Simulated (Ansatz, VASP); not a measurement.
# Ge3N: VASP beside Ansatz

INCAR

```
PREC = Accurate
ENCUT = 600
EDIFF = 1E-6
ISMEAR = 0
SIGMA = 0.1
LREAL = F
LASPH = T
NELM = 100
ALGO = Normal
ISIF = 3
LWAVE = F
LCHARG = F
GGA = PE
IBRION = 2
NSW = 100
EDIFFG = -0.01
```

Contents of KPOINTS:

```
regular mesh
0
Gamma
  12 12 12
```

POSCAR

```
Ge3N
1.0
    0.0000000000      3.1404661760      3.1404661760
    3.1404661760      0.0000000000      3.1404661760
    3.1404661760      3.1404661760      0.0000000000
Ge N
3 1
Direct
    0.0000000000      0.0000000000      0.0000000000
    0.2500000000      0.2500000000      0.2500000000
    0.7500000000      0.7500000000      0.7500000000
    0.5000000000      0.5000000000      0.5000000000
```

Input for Ansatz:

```yaml
crystal:
  lattice:
    - [0.0, 3.140466176, 3.140466176]
    - [3.140466176, 0.0, 3.140466176]
    - [3.140466176, 3.140466176, 0.0]
  atoms:
    - { symbol: Ge, position: [0.0, 0.0, 0.0] }
    - { symbol: Ge, position: [0.25, 0.25, 0.25] }
    - { symbol: Ge, position: [0.75, 0.75, 0.75] }
    - { symbol: "N", position: [0.5, 0.5, 0.5] }
basis:
  ecutwfc: 420
kpoints:
  mp_grid: { grid: [12, 12, 12] }
hamiltonian:
  xc: pbe
scf:
  occupations: { method: gaussian, width: 0.1 }
output:
  forces: true
  stress: true
  eigenvalues: true
  write_density: true
  write_potential: true
  elf: true
  volumetric_format: npy
relax:
  adjacent_minimum: "off"
  f_tol: 0.01
  max_steps: 80
  cell: { stress_tol: 0.05 }
```

Alike in both runs: task relaxation of cell and atoms; functional PBE; k mesh 12 × 12 × 12; occupations gaussian, width 0.1 eV; no spin polarisation.

|  | VASP | Ansatz |
| --- | --- | --- |
| version | VASP 6.6.1 | Ansatz 0.2.0 |
| potentials or method | VASP PAW PBE potentials, release 64 (Ge_d, N), cutoff 600 eV | scalar-relativistic, plane waves, PAW |
| valence electrons in the cell | 47 | 47 |

Ansatz gave:

| Property | Result |
| --- | --- |
| gap on the k mesh at the Fermi level, each at its own relaxed structure (eV) | none |
| relaxed volume (Å³/atom) | 15.53 |
| relaxed length of the cell vector where the two differ most in proportion (Å) | 4.445 |

Q: Which values does VASP return?

A: gap on the k mesh at the Fermi level, each at its own relaxed structure (eV): none; relaxed volume (Å³/atom): 15.55; relaxed length of the cell vector where the two differ most in proportion (Å): 4.447.

A gap of «none» marks a metal or a gap that the smearing closes.

Noted on VASP's run: too few bands were computed for a metal, which touches its energy and stress.
